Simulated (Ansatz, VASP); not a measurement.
## Mo: VASP beside Ansatz

```xyz
1
Lattice="-1.5764 1.5764 1.5764 1.5764 -1.5764 1.5764 1.5764 1.5764 -1.5764" Properties=species:S:1:pos:R:3 pbc="T T T"
Mo    0.0000    0.0000    0.0000
```

Alike in both runs: task single point; functional r2SCAN; k mesh 14 × 14 × 14; occupations methfessel-paxton of order 1, width 1 eV; no spin polarisation.

|  | VASP | Ansatz |
| --- | --- | --- |
| version | VASP 6.6.1 | Ansatz 0.2.0 |
| potentials or method | VASP PAW PBE potentials, release 64 (Mo_sv), cutoff 520 eV | plane waves (500 eV) with PAW, scalar-relativistic |
| valence electrons in the cell | 14 | 14 |

Ansatz gave:

* pressure (GPa): -1.2

**Question.** Estimate VASP's values.

**Answer.** Pressure (GPa): -0.1.

VASP's potentials were made for PBE, not for r2SCAN. The functional is the same, so the differences come from potentials, cutoffs and numerics.
